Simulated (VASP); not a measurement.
Wanted: the native input for a VASP 6.6.1 run.

| Item | Value |
| --- | --- |
| Task | single point |
| Functional | PBE |
| Potentials or basis | VASP PAW PBE potentials, release 64 (Cs_sv, B, P) |
| Cutoff | 520 eV |
| k mesh | 6 × 6 × 6 |
| Occupations | gaussian, width 0.0232 eV |
| Spin | no spin polarisation |
| Dipole correction | no |
| Further INCAR settings | ALGO = Normal; EDIFF = 1e-07; NBANDS = 42 |

The structure of Cs2BP2 lies in POSCAR:

```
Cs2BP2
1.0
    0.0000000000      0.0000000000      6.1021770000
    6.9565410000     -3.6745030000      3.0510890000
    6.9565410000      3.6745030000     -3.0510890000
Cs B P
4 2 4
Direct
    0.3364000000      0.0147000000      0.6875000000
    0.6636000000      0.9853000000      0.3125000000
    0.1636000000      0.6875000000      0.0147000000
    0.8364000000      0.3125000000      0.9853000000
    0.2500000000      0.5000000000      0.5000000000
    0.7500000000      0.5000000000      0.5000000000
    0.3480000000      0.7393000000      0.4353000000
    0.6520000000      0.2607000000      0.5647000000
    0.1520000000      0.4353000000      0.7393000000
    0.8480000000      0.5647000000      0.2607000000
```

One way to write it, as run:

INCAR

```
SYSTEM = Cs2BP2
  PREC = Accurate
  ENCUT = 520
  EDIFF = 1E-7
  ISMEAR = 0
  SIGMA = 0.0232
  LREAL = .False.
  LASPH = .True.
  NELM = 80
  ALGO = Normal
  ISIF = 2
  LWAVE = .False.
  LCHARG = .True.
  GGA = PE
  LELF = .True.
  LVHAR = .True.
  NBANDS = 42
```

KPOINTS

```
Automatic mesh
0
Gamma
  6 6 6
  0 0 0
```

Potentials or basis: VASP PAW PBE potentials, release 64 (Cs_sv, B, P).

Command:

```sh
$ cat potpaw_PBE.64/Cs_sv/POTCAR potpaw_PBE.64/B/POTCAR potpaw_PBE.64/P/POTCAR > POTCAR
$ mpirun -np 1 vasp_std > vasp.out
```

It gave:

| Property | Result |
| --- | --- |
| Pressure | -4.1 GPa |
| Largest force | 2.549 eV/Å |
| Band gap on the k mesh | zero (bands 31 and 32 overlap by 0.19 eV) |

Caveat: the cell stands under tension; spin-orbit coupling is left out, which moves the levels of the heavy elements; forces of over 1 eV/Å act on the atoms, so gaps and moduli don't describe the material at rest.

Wall time 35 min on 1 thread of Intel Xeon 8259CL, with other jobs on the host, peak memory 0.78 GiB.
